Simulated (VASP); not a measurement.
# HgTe (Fm-3m) in VASP: a series of runs

The runs below take HgTe through single point, with r2SCAN.

Everything below comes from runs of VASP 6.6.1. Logs are shortened: lines on timing, memory, paths and dates and some standing lists are left out, and cuts for length are marked.

## 1. The cell of the first run

The structure is cubic, space group Fm-3m (No. 225). Conventional cell: a = 6.230 Å, b = 6.230 Å, c = 6.230 Å, α = 90.00°, β = 90.00°, γ = 90.00°. Hg (site symmetry m-3m) has 6 Te at 3.12 Å within 4.1 Å. Within 4.1 Å of Te (site symmetry m-3m) lie 6 Hg at 3.12 Å.

## 2. Single point, r2SCAN

Input file POSCAR:

```
HgTe
1.0
    0.0000000000      3.1150838257      3.1150838257
    3.1150838257      0.0000000000      3.1150838257
    3.1150838257      3.1150838257      0.0000000000
Hg Te
1 1
Direct
    0.0000000000      0.0000000000      0.0000000000
    0.5000000000      0.5000000000      0.5000000000
```

Input file INCAR.step1:

```
PREC = Accurate
ENCUT = 520
ISMEAR = -1
SIGMA = 0.05
LREAL = False
LASPH = True
NELM = 60
NBANDS = 16
GGA = PE
ALGO = Normal
EDIFF = 1E-4
LWAVE = True
LCHARG = False
```

Input file INCAR.step2:

```
PREC = Accurate
ENCUT = 520
EDIFF = 1E-6
ISMEAR = -1
SIGMA = 0.05
LREAL = False
LASPH = True
NELM = 60
ALGO = Normal
ISIF = 2
LWAVE = False
LCHARG = True
METAGGA = R2SCAN
LMIXTAU = True
LELF = True
LVHAR = True
NBANDS = 16
ISTART = 1
```

Input file KPOINTS:

```
regular mesh
0
Gamma
  7 7 7
```

Potentials or basis: VASP PAW PBE potentials, release 64 (Hg, Te).

Command:

```console
> cat potpaw_PBE.64/Hg/POTCAR potpaw_PBE.64/Te/POTCAR > POTCAR
> cp INCAR.step1 INCAR
> mpirun -np 1 vasp_std > vasp.out
> cp INCAR.step2 INCAR
> mpirun -np 1 vasp_std > vasp.out
```

OUTCAR:

```text
PREC = Accurate
   ENCUT = 520
   EDIFF = 1E-6
   ISMEAR = -1
   LREAL = False
   LASPH = True
   NELM = 60
   ISIF = 2
   METAGGA = R2SCAN
   ISTART = 1

 ion  position               nearest neighbor table
   1  0.000  0.000  0.000-   2 3.12   2 3.12   2 3.12   2 3.12   2 3.12   2 3.12
   2  0.500  0.500  0.500-   1 3.12   1 3.12   1 3.12   1 3.12   1 3.12   1 3.12

  LATTYP: Found a face centered cubic cell.
 ALAT       =     6.2301676514

  Lattice vectors:

 A1 = (   0.0000000000,   3.1150838257,   3.1150838257)
 A2 = (   3.1150838257,   0.0000000000,   3.1150838257)
 A3 = (   3.1150838257,   3.1150838257,   0.0000000000)

Analysis of symmetry for initial positions (statically):
=====================================================================
 Subroutine PRICEL returns:
 Original cell was already a primitive cell.

 Routine SETGRP: Setting up the symmetry group for a
 face centered cubic supercell.

 Subroutine GETGRP returns: Found 48 space group operations
 (whereof 48 operations were pure point group operations)
 out of a pool of 48 trial point group operations.

The static configuration has the point symmetry O_h .

Analysis of symmetry for dynamics (positions and initial velocities):
=====================================================================
 Subroutine PRICEL returns:
 Original cell was already a primitive cell.

 Routine SETGRP: Setting up the symmetry group for a
 face centered cubic supercell.

 Subroutine GETGRP returns: Found 48 space group operations
 (whereof 48 operations were pure point group operations)
 out of a pool of 48 trial point group operations.

The dynamic configuration has the point symmetry O_h .

 Subroutine INISYM returns: Found 48 space group operations
 (whereof 48 operations are pure point group operations),
 and found     1 'primitive' translations

----------------------------------------------------------------------------------------

                                     Primitive cell

  volume of cell :      60.4560

  direct lattice vectors                    reciprocal lattice vectors
     0.000000000  3.115083826  3.115083826    -0.160509324  0.160509324  0.160509324
     3.115083826  0.000000000  3.115083826     0.160509324 -0.160509324  0.160509324
     3.115083826  3.115083826  0.000000000     0.160509324  0.160509324 -0.160509324

  length of vectors
[... 73 lines left out ...]
   LSORBIT =      F    spin-orbit coupling
   LASPH  =      T    aspherical Exc in radial PAW
   ENCUT  =  520.0 eV  38.22 Ry    6.18 a.u.   8.19  8.19  8.19*2*pi/ulx,y,z
   NELM   =     60;   NELMIN=  2; NELMDL=  0     # of ELM steps
   EDIFF  = 0.1E-05   stopping-criterion for ELM
   LREAL  =      F    real-space projection
   EDIFFG = 0.1E-04   stopping-criterion for IOM
   NSW    =      0    number of steps for IOM
   IBRION =     -1    ionic relax: 0-MD 1-quasi-New 2-CG
   NFREE  =      0    steps in history (QN), initial steepest desc. (CG)
   ISIF   =      2    stress and relaxation
   ISYM   =      2    0-nonsym 1-usesym 2-fastsym
   POTIM  = 0.5000    time-step for ionic-motion
   TEBEG  =    0.0;   TEEND  =   0.0 temperature during run
   PSTRESS=    0.0 pullay stress
   NELECT =      18.0000    total number of electrons
   NUPDOWN=      -1.0000    fix difference up-down
   EMIN   =  10.00;   EMAX   =-10.00  energy-range for DOS
   EFERMI =   0.00;   METHOD = LEGACY
   ISMEAR =    -1;   SIGMA  =   0.05  broadening in eV -4-tet -1-fermi 0-gaus
   EFERMI_NEDOS =   21; number of points for ismear=-14 and -15
   IALGO  =     38    algorithm
   IMIX   =      4    mixing-type and parameters
     AMIX     =   0.40;   BMIX     =  1.00
     AMIX_MAG =   1.60;   BMIX_MAG =  1.00
  volume/ion in A,a.u.               =      30.23       203.99
  Fermi-wavevector in a.u.,A,eV,Ry     =   1.093166  2.065783 16.259110  1.195011
  Thomas-Fermi vector in A             =   2.229445
   LORBIT       =      0    0 simple, 1 ext, 2 COOP (PROOUT), +10 PAW based schemes
   METAGGA = R2SCAN    functional components
   LHFCALC =     F    Hartree Fock is set to
   AEXX    =    0.0000 exact exchange contribution
   IVDW    =     0    specifies the selected vdW correction
   LEPSILON=     F    determine dielectric tensor
   LRPA    =     F    only Hartree local field effects (RPA)
 non-spin polarized calculation
  energy-cutoff  :      520.00
  volume of cell :       60.46
 maximum number of plane-waves:      1647
 NGX is ok and might be reduce to    36
   NGX = 17   NGY = 17   NGZ = 17

 number of electron      18.0000002 magnetization

 Free energy of the ion-electron system (eV)
  ---------------------------------------------------
  ext. energy  EPLUGINS =         0.00000000
  ---------------------------------------------------
  free energy    TOTEN  =       -74.84141254 eV

  energy without entropy =      -74.83505638  energy(sigma->0) =      -74.83823446

 E-fermi :   3.5267     XC(G=0): -10.1050

 val. band max:        3.4912465971   @ k =  -0.1429   0.1429   0.0000
 cond. band min:       3.6426639556   @ k =   0.4286   0.0000   0.0000
 fundamental gap:      0.1514173585
 Fermi energy:         3.5266966116

 k-point     1 :       0.0000    0.0000    0.0000
  band No.  band energies     occupation
      1      -8.5174      2.00000
      2      -3.2538      2.00000
      3      -3.2538      2.00000
      4      -3.1925      2.00000
      5      -3.1925      2.00000
      6      -3.1925      2.00000
[... 357 lines left out ...]
      3      -3.2402      2.00000
      4      -3.1646      2.00000
      5      -3.0074      2.00000
      6      -2.6990      2.00000
[... 8 lines left out ...]
     15      14.4144      0.00000
     16      16.5664      0.00000

------------------------ aborting loop because EDIFF is reached ----------------------------------------

  FORCE on cell =-STRESS in cart. coord.  units (eV):
  Direction    XX          YY          ZZ          XY          YZ          ZX
  --------------------------------------------------------------------------------------
  -------------------------------------------------------------------------------------
  Total       -1.1303753     -1.1303753     -1.1303753     -0.0000000      0.0000000     -0.0000000
  in kB      -29.9567041    -29.9567041    -29.9567041     -0.0000000      0.0000000     -0.0000000
  external PRESSURE =     -29.9567041 kB  Pullay stress =       0.0000000 kB

 VOLUME and BASIS-vectors are now :
 -----------------------------------------------------------------------------
  energy-cutoff  :      520.00
  volume of cell :       60.46
      direct lattice vectors                 reciprocal lattice vectors
     0.000000000  3.115083826  3.115083826    -0.160509324  0.160509324  0.160509324
     3.115083826  0.000000000  3.115083826     0.160509324 -0.160509324  0.160509324
     3.115083826  3.115083826  0.000000000     0.160509324  0.160509324 -0.160509324

 POSITION                                       TOTAL-FORCE (eV/Angst)
 -----------------------------------------------------------------------------------
      0.00000      0.00000      0.00000        -0.000000      0.000000     -0.000000
      3.11508      3.11508      3.11508         0.000000     -0.000000      0.000000
 -----------------------------------------------------------------------------------
    total drift:                               -0.000000      0.000000      0.000000

  FREE ENERGIE OF THE ION-ELECTRON SYSTEM (eV)
  ---------------------------------------------------
  free  energy   TOTEN  =       -74.8414125449 eV

  energy  without entropy=      -74.8350563794  energy(sigma->0) =      -74.83823446
```

OUTCAR.step1:

```text
PREC = Accurate
   ENCUT = 520
   ISMEAR = -1
   LREAL = False
   LASPH = True
[... 594 lines left out ...]
      0.00000      0.00000      0.00000        -0.000000     -0.000000     -0.000000
      3.11508      3.11508      3.11508         0.000000      0.000000      0.000000
 -----------------------------------------------------------------------------------
    total drift:                               -0.000000      0.000000      0.000000

  FREE ENERGIE OF THE ION-ELECTRON SYSTEM (eV)
  ---------------------------------------------------
  free  energy   TOTEN  =        -3.3490091027 eV

  energy  without entropy=       -3.3418874180  energy(sigma->0) =       -3.34544826
```

Run time: 80 s. Hardware: 1 thread of Intel Xeon Platinum 8259CL at 2.50GHz (Skylake/Cascade Lake), shared host; peak memory 0.22 GiB.

What came out:

```
Free energy            : -74.8414 eV
Pressure               : -3.0 GPa
Band gap on the k mesh : zero (band 9 reaches 3.70 eV, above the bottom of band 10 at 1.47 eV)
```

Caveat: the PAW data sets were made with another functional, which shifts forces and pressure a little; spin-orbit coupling is left out, which moves the levels of the heavy elements.

## 3. Single point, r2SCAN

This run uses another cell than the first one, of 30.87 Å³/atom, 1.021 times its volume.

Input file POSCAR:

```
HgTe
1.0
    0.0000000000      3.1370217585      3.1370217585
    3.1370217585      0.0000000000      3.1370217585
    3.1370217585      3.1370217585      0.0000000000
Hg Te
1 1
Direct
    0.0000000000      0.0000000000      0.0000000000
    0.5000000000      0.5000000000      0.5000000000
```

Input file INCAR.step1:

```
PREC = Accurate
ENCUT = 520
ISMEAR = -1
SIGMA = 0.05
LREAL = F
LASPH = T
NELM = 60
NBANDS = 16
GGA = PE
ALGO = Normal
EDIFF = 1E-4
LWAVE = T
LCHARG = F
```

Input file INCAR.step2:

```
PREC = Accurate
ENCUT = 520
EDIFF = 1E-7
ISMEAR = -1
SIGMA = 0.05
LREAL = F
LASPH = T
NELM = 60
ALGO = Normal
ISIF = 2
LWAVE = F
LCHARG = T
METAGGA = R2SCAN
LMIXTAU = T
LELF = T
LVHAR = T
NBANDS = 16
ISTART = 1
```

KPOINTS is that of step 2.

Potentials or basis: VASP PAW PBE potentials, release 64 (Hg, Te).

Command:

```console
> cat potpaw_PBE.64/Hg/POTCAR potpaw_PBE.64/Te/POTCAR > POTCAR
> cp INCAR.step1 INCAR
> mpirun -np 1 vasp_std > vasp.out
> cp INCAR.step2 INCAR
> mpirun -np 1 vasp_std > vasp.out
```

Wall time 77 s (1 thread of Intel Xeon Platinum 8259CL at 2.50GHz (Skylake/Cascade Lake), shared host); peak memory 0.21 GiB.

Results (log left out):

| Quantity | Value |
| --- | --- |
| Free energy | -74.8147 eV |
| Pressure | -3.7 GPa |
| Band gap on the k mesh | zero (band 9 reaches 3.47 eV, above the bottom of band 10 at 1.32 eV) |

Levels at points of the mesh, in eV from the Fermi level:
```csv
k point,band 7,band 8,band 9,band 10,band 11,band 12
"(0.00, 0.00, 0.00)",-0.98,-0.66,-0.66,-0.66,8.03,8.03
```

Caveat: the PAW data sets were made with another functional, which shifts forces and pressure a little; spin-orbit coupling is left out, which moves the levels of the heavy elements.

(Part 1 of 3 ends here.)
